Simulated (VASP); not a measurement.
# GaP (Cmcm) in VASP: a series of runs

The runs below take GaP through single point, with PBEsol.

All numbers are computed with VASP 6.6.1; they aren't measurements. Logs are shortened: lines on timing, memory, paths and dates and some standing lists are left out, and cuts for length are marked.

## (1) The cell of the first run

It takes space group Cmcm (No. 63, orthorhombic). Conventional cell: a = 4.609 Å, b = 4.921 Å, c = 13.099 Å, α = 90.00°, β = 90.00°, γ = 90.00°. P (site symmetry m) has 2 P at 2.21 to 2.68 Å and 6 Ga at 2.32 to 2.55 Å within 2.9 Å. Within 3.0 Å of P (site symmetry m2m) lie 6 Ga at 2.31 to 2.57 Å and 2 P at 2.68 Å. Ga (site symmetry m) has 6 P at 2.32 to 2.55 Å and 2 Ga at 2.56 to 2.59 Å within 3.1 Å. Ga (site symmetry m2m) has 6 P at 2.31 to 2.57 Å and 2 Ga at 2.56 Å within 3.0 Å.

## (2) Single point, PBEsol

Contents of INCAR:

```
ALGO = Normal
EDIFF = 1E-6
ENCUT = 520
GGA = PS
ISIF = 2
ISMEAR = -1
LASPH = True
LCHARG = False
LREAL = False
LWAVE = False
NBANDS = 66
NELM = 100
PREC = Accurate
SIGMA = 0.1
```

Contents of KPOINTS:

```
k-points
0
Gamma
  10 10 4
```

Contents of POSCAR:

```
GaP
1.0
    2.3045559082     -2.4606890605      0.0000000000
    2.3045559082      2.4606890605      0.0000000000
    0.0000000000      0.0000000000     13.0989638026
P Ga
6 6
Direct
    0.6115521720      0.3884478280      0.0731261404
    0.3884478280      0.6115521720      0.9268738596
    0.3884478280      0.6115521720      0.5731261404
    0.6115521720      0.3884478280      0.4268738596
    0.8838635927      0.1161364073      0.2500000000
    0.1161364073      0.8838635927      0.7500000000
    0.8921231008      0.1078768992      0.5903037345
    0.1078768992      0.8921231008      0.4096962655
    0.1078768992      0.8921231008      0.0903037345
    0.8921231008      0.1078768992      0.9096962655
    0.4067711904      0.5932288096      0.2500000000
    0.5932288096      0.4067711904      0.7500000000
```

Potentials or basis: VASP PAW PBE potentials, release 64 (P, Ga_d).

Started as:

```bash
cat potpaw_PBE.64/P/POTCAR potpaw_PBE.64/Ga_d/POTCAR > POTCAR
mpirun -np 1 vasp_std > vasp.out
```

OUTCAR:

```text
EDIFF = 1E-6
   ENCUT = 520
   GGA = PS
   ISIF = 2
   ISMEAR = -1
   LASPH = True
   LREAL = False
   NELM = 100
   PREC = Accurate

 ion  position               nearest neighbor table
   1  0.612  0.388  0.073-   2 2.21   9 2.32   9 2.32   9 2.45   9 2.49  11 2.53  10 2.55   5 2.68

   2  0.388  0.612  0.927-   1 2.21  10 2.32  10 2.32  10 2.45  10 2.49  12 2.53   9 2.55   6 2.68

   3  0.388  0.612  0.573-   4 2.21   7 2.32   7 2.32   7 2.45   7 2.49  12 2.53   8 2.55   6 2.68

   4  0.612  0.388  0.427-   3 2.21   8 2.32   8 2.32   8 2.45   8 2.49  11 2.53   7 2.55   5 2.68

   5  0.884  0.116  0.250-  11 2.31  11 2.31  11 2.35   8 2.36   9 2.36  11 2.57   1 2.68   4 2.68

   6  0.116  0.884  0.750-  12 2.31  12 2.31  12 2.35   7 2.36  10 2.36  12 2.57   3 2.68   2 2.68

   7  0.892  0.108  0.590-   3 2.32   3 2.32   6 2.36   3 2.45   3 2.49   4 2.55  12 2.56   8 2.59

   8  0.108  0.892  0.410-   4 2.32   4 2.32   5 2.36   4 2.45   4 2.49   3 2.55  11 2.56   7 2.59

   9  0.108  0.892  0.090-   1 2.32   1 2.32   5 2.36   1 2.45   1 2.49   2 2.55  11 2.56  10 2.59

  10  0.892  0.108  0.910-   2 2.32   2 2.32   6 2.36   2 2.45   2 2.49   1 2.55  12 2.56   9 2.59

  11  0.407  0.593  0.250-   5 2.31   5 2.31   5 2.35   1 2.53   4 2.53   9 2.56   8 2.56   5 2.57

  12  0.593  0.407  0.750-   6 2.31   6 2.31   6 2.35   2 2.53   3 2.53  10 2.56   7 2.56   6 2.57

  LATTYP: Found a base centered orthorhombic cell.
 ALAT       =     4.6091118164
 B/A-ratio  =     1.0677497785
 C/A-ratio  =     2.8419713655

  Lattice vectors:

 A1 = (   2.3045559082,  -2.4606890605,   0.0000000000)
 A2 = (   2.3045559082,   2.4606890605,   0.0000000000)
 A3 = (   0.0000000000,   0.0000000000,  13.0989638026)

Analysis of symmetry for initial positions (statically):
=====================================================================
 Subroutine PRICEL returns:
 Original cell was already a primitive cell.

 Routine SETGRP: Setting up the symmetry group for a
 base centered orthorhombic supercell.

 Subroutine GETGRP returns: Found  8 space group operations
 (whereof  4 operations were pure point group operations)
 out of a pool of  8 trial point group operations.

The static configuration has the point symmetry C_2h.
 The point group associated with its full space group is D_2h.

Analysis of symmetry for dynamics (positions and initial velocities):
=====================================================================
 Subroutine PRICEL returns:
 Original cell was already a primitive cell.

 Routine SETGRP: Setting up the symmetry group for a
 base centered orthorhombic supercell.

 Subroutine GETGRP returns: Found  8 space group operations
 (whereof  4 operations were pure point group operations)
 out of a pool of  8 trial point group operations.

The dynamic configuration has the point symmetry C_2h.
 The point group associated with its full space group is D_2h.

 Subroutine INISYM returns: Found  8 space group operations
 (whereof  4 operations are pure point group operations),
 and found     1 'primitive' translations

----------------------------------------------------------------------------------------

                                     Primitive cell

  volume of cell :     148.5631

  direct lattice vectors                    reciprocal lattice vectors
     2.304555908 -2.460689061  0.000000000     0.216961540 -0.203195116  0.000000000
     2.304555908  2.460689061  0.000000000     0.216961540  0.203195116  0.000000000
     0.000000000  0.000000000 13.098963803     0.000000000  0.000000000  0.076341916

  length of vectors
     3.371345219  3.371345219 13.098963803     0.297255051  0.297255051  0.076341916

  position of ions in fractional coordinates (direct lattice)
     0.611552172  0.388447828  0.073126140
     0.388447828  0.611552172  0.926873860
     0.388447828  0.611552172  0.573126140
     0.611552172  0.388447828  0.426873860
     0.883863593  0.116136407  0.250000000
     0.116136407  0.883863593  0.750000000
     0.892123101  0.107876899  0.590303734
     0.107876899  0.892123101  0.409696266
     0.107876899  0.892123101  0.090303734
     0.892123101  0.107876899  0.909696266
     0.406771190  0.593228810  0.250000000
     0.593228810  0.406771190  0.750000000

  ion indices of the primitive-cell ions
   primitive index   ion index
                 1           1
                 2           2
                 3           3
                 4           4
                 5           5
                 6           6
                 7           7
                 8           8
                 9           9
                10          10
                11          11
                12          12

----------------------------------------------------------------------------------------

 KPOINTS: k-points

Automatic generation of k-mesh.
 Grid dimensions read from file:
 generate k-points for:   10   10    4

 Generating k-lattice:

  Cartesian coordinates                     Fractional coordinates (reciprocal lattice)
     0.021696154 -0.020319512  0.000000000     0.100000000 -0.000000000  0.000000000
     0.021696154  0.020319512  0.000000000    -0.000000000  0.100000000  0.000000000
     0.000000000  0.000000000  0.019085479     0.000000000  0.000000000  0.250000000

  Length of vectors
     0.029725505  0.029725505  0.019085479

  Shift w.r.t. Gamma in fractional coordinates (k-lattice)
     0.000000000  0.000000000  0.000000000

 Subroutine IBZKPT returns following result:
 ===========================================

 Found     93 irreducible k-points:

 Following reciprocal coordinates:
            Coordinates               Weight
  0.000000  0.000000  0.000000      1.000000
  0.100000  0.000000  0.000000      4.000000
  0.200000  0.000000  0.000000      4.000000
  0.300000 -0.000000  0.000000      4.000000
  0.400000 -0.000000  0.000000      4.000000
  0.500000  0.000000  0.000000      2.000000
[... 16 lines left out ...]
  0.300000  0.300000  0.000000      2.000000
  0.400000  0.300000  0.000000      4.000000
 [... further k-points ...]
   k-points           NKPTS =     93   k-points in BZ     NKDIM =     93   number of bands    NBANDS=     66
   number of dos      NEDOS =    301   number of ions     NIONS =     12
   total plane-waves  NPLWV =  76832
   dimension x,y,z NGX =    28 NGY =   28 NGZ =   98
   dimension x,y,z NGXF=    56 NGYF=   56 NGZF=  196
   ions per type =               6   6
   NGX,Y,Z   is equivalent  to a cutoff of  13.81, 13.81, 12.44 a.u.
   NGXF,Y,Z  is equivalent  to a cutoff of  27.61, 27.61, 24.88 a.u.
 SYSTEM =  unknown system
   PREC   = accura    normal or accurate (medium, high low for compatibility)
   ISTART =      0    job   : 0-new  1-cont  2-samecut
   ICHARG =      2    charge: 1-file 2-atom 10-const
   ISPIN  =      1    spin polarized calculation?
   LNONCOLLINEAR =      F non collinear calculations
   LSORBIT =      F    spin-orbit coupling
   LASPH  =      T    aspherical Exc in radial PAW
   ENCUT  =  520.0 eV  38.22 Ry    6.18 a.u.   6.27  6.27 24.36*2*pi/ulx,y,z
   NELM   =    100;   NELMIN=  2; NELMDL= -5     # of ELM steps
   EDIFF  = 0.1E-05   stopping-criterion for ELM
   LREAL  =      F    real-space projection
   EDIFFG = 0.1E-04   stopping-criterion for IOM
   NSW    =      0    number of steps for IOM
   IBRION =     -1    ionic relax: 0-MD 1-quasi-New 2-CG
   NFREE  =      0    steps in history (QN), initial steepest desc. (CG)
   ISIF   =      2    stress and relaxation
   ISYM   =      2    0-nonsym 1-usesym 2-fastsym
   POTIM  = 0.5000    time-step for ionic-motion
   TEBEG  =    0.0;   TEEND  =   0.0 temperature during run
   PSTRESS=    0.0 pullay stress
   NELECT =     108.0000    total number of electrons
   NUPDOWN=      -1.0000    fix difference up-down
   EMIN   =  10.00;   EMAX   =-10.00  energy-range for DOS
   EFERMI =   0.00;   METHOD = LEGACY
   ISMEAR =    -1;   SIGMA  =   0.10  broadening in eV -4-tet -1-fermi 0-gaus
   EFERMI_NEDOS =   21; number of points for ismear=-14 and -15
   IALGO  =     38    algorithm
   IMIX   =      4    mixing-type and parameters
     AMIX     =   0.40;   BMIX     =  1.00
     AMIX_MAG =   1.60;   BMIX_MAG =  1.00
  volume/ion in A,a.u.               =      12.38        83.55
  Fermi-wavevector in a.u.,A,eV,Ry     =   1.472016  2.781706 29.481515  2.166830
  Thomas-Fermi vector in A             =   2.587082
   LORBIT       =      0    0 simple, 1 ext, 2 COOP (PROOUT), +10 PAW based schemes
   GGA     = PS    functional components
   LHFCALC =     F    Hartree Fock is set to
   AEXX    =    0.0000 exact exchange contribution
   IVDW    =     0    specifies the selected vdW correction
   LEPSILON=     F    determine dielectric tensor
   LRPA    =     F    only Hartree local field effects (RPA)
 non-spin polarized calculation
  energy-cutoff  :      520.00
  volume of cell :      148.56
 maximum number of plane-waves:      4040
 NGX is ok and might be reduce to    28
   NGX = 13   NGY = 13   NGZ = 49

 number of electron     108.0000037 magnetization

 Free energy of the ion-electron system (eV)
  ---------------------------------------------------
  ext. energy  EPLUGINS =         0.00000000
  ---------------------------------------------------
  free energy    TOTEN  =       -50.48047424 eV

  energy without entropy =      -50.39843046  energy(sigma->0) =      -50.43945235

 E-fermi :  11.2165     XC(G=0): -12.7683

 val. band max:       11.1971259590   @ k =  -0.4000   0.3000   0.2500
 cond. band min:      11.2228367992   @ k =   0.4000   0.3000   0.0000
 fundamental gap:      0.0257108402
 Fermi energy:        11.2164749989

 k-point     1 :       0.0000    0.0000    0.0000
  band No.  band energies     occupation
      1      -5.8496      2.00000
      2      -5.3625      2.00000
      3      -4.9660      2.00000
      4      -4.8173      2.00000
      5      -4.7298      2.00000
      6      -4.6932      2.00000
[... 58 lines left out ...]
     65      15.5095      0.00000
     66      16.4061      0.00000

 k-point     2 :       0.1000    0.0000    0.0000
  band No.  band energies     occupation
      1      -5.7290      2.00000
      2      -5.2668      2.00000
      3      -4.9043      2.00000
      4      -4.7992      2.00000
      5      -4.6828      2.00000
      6      -4.6756      2.00000
[... 58 lines left out ...]
     65      15.6109      0.00000
     66      16.4987      0.00000

 k-point     3 :       0.2000    0.0000    0.0000
  band No.  band energies     occupation
      1      -5.3781      2.00000
      2      -5.0215      2.00000
      3      -4.7965      2.00000
      4      -4.7449      2.00000
      5      -4.6373      2.00000
      6      -4.5909      2.00000
[... 1438 lines left out ...]
     65      17.7229      0.00000
     66      17.9822      0.00000

 k-point    24 :       0.4000    0.3000    0.0000
  band No.  band energies     occupation
      1      -4.9780      2.00000
      2      -4.8534      2.00000
      3      -4.7921      2.00000
      4      -4.7325      2.00000
      5      -4.7013      2.00000
      6      -4.6662      2.00000
[... 58 lines left out ...]
     65      18.2781      0.00000
     66      18.3531      0.00000

 [... further k-points ...]

------------------------ aborting loop because EDIFF is reached ----------------------------------------

  FORCE on cell =-STRESS in cart. coord.  units (eV):
  Direction    XX          YY          ZZ          XY          YZ          ZX
  --------------------------------------------------------------------------------------
  -------------------------------------------------------------------------------------
  Total       39.6406061     39.7771453     39.7683833      0.0000000      0.0000000      0.0000000
  in kB      427.5037650    428.9762708    428.8817773      0.0000000      0.0000000      0.0000000
  external PRESSURE =     428.4539377 kB  Pullay stress =       0.0000000 kB

 VOLUME and BASIS-vectors are now :
 -----------------------------------------------------------------------------
  energy-cutoff  :      520.00
  volume of cell :      148.56
      direct lattice vectors                 reciprocal lattice vectors
     2.304555908 -2.460689061  0.000000000     0.216961540 -0.203195116  0.000000000
     2.304555908  2.460689061  0.000000000     0.216961540  0.203195116  0.000000000
     0.000000000  0.000000000 13.098963803     0.000000000  0.000000000  0.076341916

 POSITION                                       TOTAL-FORCE (eV/Angst)
 -----------------------------------------------------------------------------------
      2.30456     -0.54899      0.95788         0.000000      0.008312     -0.015967
      2.30456      0.54899     12.14109         0.000000     -0.008312      0.015967
      2.30456      0.54899      7.50736         0.000000     -0.008312     -0.015967
      2.30456     -0.54899      5.59161         0.000000      0.008312      0.015967
      2.30456     -1.88914      3.27474         0.000000      0.000448      0.000000
      2.30456      1.88914      9.82422         0.000000     -0.000448      0.000000
      2.30456     -1.92979      7.73237         0.000000     -0.002234      0.005273
      2.30456      1.92979      5.36660         0.000000      0.002234     -0.005273
      2.30456      1.92979      1.18289         0.000000      0.002234      0.005273
      2.30456     -1.92979     11.91608         0.000000     -0.002234     -0.005273
      2.30456      0.45881      3.27474         0.000000     -0.007866      0.000000
      2.30456     -0.45881      9.82422         0.000000      0.007866      0.000000
 -----------------------------------------------------------------------------------
    total drift:                                0.000000      0.000000      0.000000

  FREE ENERGIE OF THE ION-ELECTRON SYSTEM (eV)
  ---------------------------------------------------
  free  energy   TOTEN  =       -50.4804742350 eV

  energy  without entropy=      -50.3984304649  energy(sigma->0) =      -50.43945235
```

Wall time 32 min (1 thread of AMD EPYC 7R43 (Zen 3), shared host); peak memory 0.64 GiB.

What came out:

- Free energy: -50.4805 eV
- Pressure: 42.8 GPa
- Largest force: 0.018 eV/Å
- Band gap on the k mesh: zero (band 54 reaches 12.83 eV, above the bottom of band 55 at 8.56 eV)

Forces on the atoms (eV/Å):
```
P    0.000  0.008 -0.016
P    0.000 -0.008  0.016
P    0.000 -0.008 -0.016
P    0.000  0.008  0.016
P    0.000  0.000  0.000
P    0.000  0.000  0.000
Ga   0.000 -0.002  0.005
Ga   0.000  0.002 -0.005
Ga   0.000  0.002  0.005
Ga   0.000 -0.002 -0.005
Ga   0.000 -0.008  0.000
Ga   0.000  0.008  0.000
```

Levels at points of the mesh, in eV from the Fermi level:
| k point | band 51 | band 52 | band 53 | band 54 | band 55 | band 56 | band 57 | band 58 |
| --- | --- | --- | --- | --- | --- | --- | --- | --- |
| (0.00, 0.00, 0.00) | -3.05 | -0.91 | -0.73 | -0.69 | -0.17 | 0.20 | 2.33 | 2.53 |
| (0.50, 0.00, 0.00) | -1.05 | -0.79 | -0.14 | -0.04 | 0.64 | 0.77 | 1.14 | 1.42 |
| (0.50, 0.50, 0.00) | -3.99 | -3.63 | -3.57 | -3.40 | -2.66 | -1.58 | -1.43 | 1.07 |
| (0.00, 0.00, 0.50) | -1.52 | -1.52 | -1.35 | -1.35 | 0.83 | 0.83 | 1.73 | 1.73 |
| (0.50, 0.00, 0.50) | -1.16 | -1.16 | 0.19 | 0.19 | 0.94 | 0.94 | 1.42 | 1.42 |
| (0.50, 0.50, 0.50) | -4.69 | -4.69 | -4.17 | -4.17 | -1.05 | -1.05 | 0.33 | 0.33 |

Caveat: the PAW data sets were made with another functional, which shifts forces and pressure a little.

## (3) Single point, PBEsol

This run uses another cell than the first one, of 13.05 Å³/atom, 1.054 times its volume.

Contents of INCAR:

```
SYSTEM = GaP
PREC     = Accurate       ! precision mode
ENCUT    = 520            ! plane-wave cutoff, eV
EDIFF    = 1E-6           ! SCF threshold, eV
ISMEAR   = -1             ! smearing method
SIGMA    = 0.1            ! smearing width, eV
LREAL    = .False.        ! projectors in reciprocal space
LASPH    = .True.         ! aspherical terms in the spheres
NELM     = 100            ! most SCF steps
ALGO     = Normal         ! electronic algorithm
ISIF     = 2              ! what is computed and relaxed
LWAVE    = .False.        ! write WAVECAR
LCHARG   = .False.        ! write CHGCAR
GGA      = PS             ! functional
NBANDS   = 66             ! bands
```

Contents of KPOINTS:

```
Automatic mesh
0
Gamma
  10 10 4
  0 0 0
```

Contents of POSCAR:

```
GaP
1.0
    2.3421222382     -2.4840284996      0.0000000000
    2.3421222382      2.4840284996      0.0000000000
    0.0000000000      0.0000000000     13.4632728776
P Ga
6 6
Direct
    0.6069022159      0.3930977841      0.0721593783
    0.3930977841      0.6069022159      0.9278406217
    0.3930977841      0.6069022159      0.5721593783
    0.6069022159      0.3930977841      0.4278406217
    0.8901926536      0.1098073464      0.2500000000
    0.1098073464      0.8901926536      0.7500000000
    0.8968484904      0.1031515096      0.5909238911
    0.1031515096      0.8968484904      0.4090761089
    0.1031515096      0.8968484904      0.0909238911
    0.8968484904      0.1031515096      0.9090761089
    0.4127968510      0.5872031490      0.2500000000
    0.5872031490      0.4127968510      0.7500000000
```

Potentials or basis: VASP PAW PBE potentials, release 64 (P, Ga_d).

Started as:

```bash
cat potpaw_PBE.64/P/POTCAR potpaw_PBE.64/Ga_d/POTCAR > POTCAR
mpirun -np 1 vasp_std > vasp.out
```

It took 15 min on 1 thread of Intel Xeon Platinum 8488C (Sapphire Rapids), shared host; peak memory 0.71 GiB.

The run converged. Its results:

| Item | Value |
| --- | --- |
| Free energy | -52.3311 eV |
| Pressure | 30.8 GPa |
| Largest force | 0.018 eV/Å |
| Band gap on the k mesh | zero (band 54 reaches 12.05 eV, above the bottom of band 55 at 7.80 eV) |

Forces in eV/Å, atoms in the order of the input:
```
P    0.000  0.008 -0.016
P    0.000 -0.008  0.016
P    0.000 -0.008 -0.016
P    0.000  0.008  0.016
P    0.000  0.001  0.000
P    0.000 -0.001  0.000
Ga   0.000 -0.002  0.003
Ga   0.000  0.002 -0.003
Ga   0.000  0.002  0.003
Ga   0.000 -0.002 -0.003
Ga   0.000 -0.005  0.000
Ga   0.000  0.005  0.000
```

Stress tensor (GPa, compression positive):
```
30.73  0.00  0.00
 0.00 30.84  0.00
 0.00  0.00 30.83
```

Levels at points of the mesh, in eV from the Fermi level:
| k point | band 50 | band 51 | band 52 | band 53 | band 54 | band 55 | band 56 | band 57 | band 58 | band 59 |
| --- | --- | --- | --- | --- | --- | --- | --- | --- | --- | --- |
| (0.00, 0.00, 0.00) | -2.77 | -2.74 | -1.02 | -0.87 | -0.77 | -0.21 | -0.03 | 1.99 | 2.29 | 2.45 |
| (0.50, 0.00, 0.00) | -1.04 | -0.99 | -0.95 | -0.03 | -0.02 | 0.67 | 0.82 | 1.30 | 1.49 | 1.59 |
| (0.50, 0.50, 0.00) | -5.19 | -3.87 | -3.68 | -3.65 | -3.38 | -2.64 | -1.82 | -1.13 | 0.68 | 1.93 |
| (0.00, 0.00, 0.50) | -2.74 | -1.74 | -1.74 | -1.47 | -1.47 | 0.64 | 0.64 | 1.58 | 1.58 | 2.48 |
| (0.50, 0.00, 0.50) | -1.44 | -1.05 | -1.05 | 0.37 | 0.37 | 1.02 | 1.02 | 1.52 | 1.52 | 2.42 |
| (0.50, 0.50, 0.50) | -4.90 | -4.55 | -4.55 | -4.07 | -4.07 | -1.24 | -1.24 | 0.09 | 0.09 | 0.44 |

Caveat: the PAW data sets were made with another functional, which shifts forces and pressure a little.

(Part 1 of 2 ends here.)
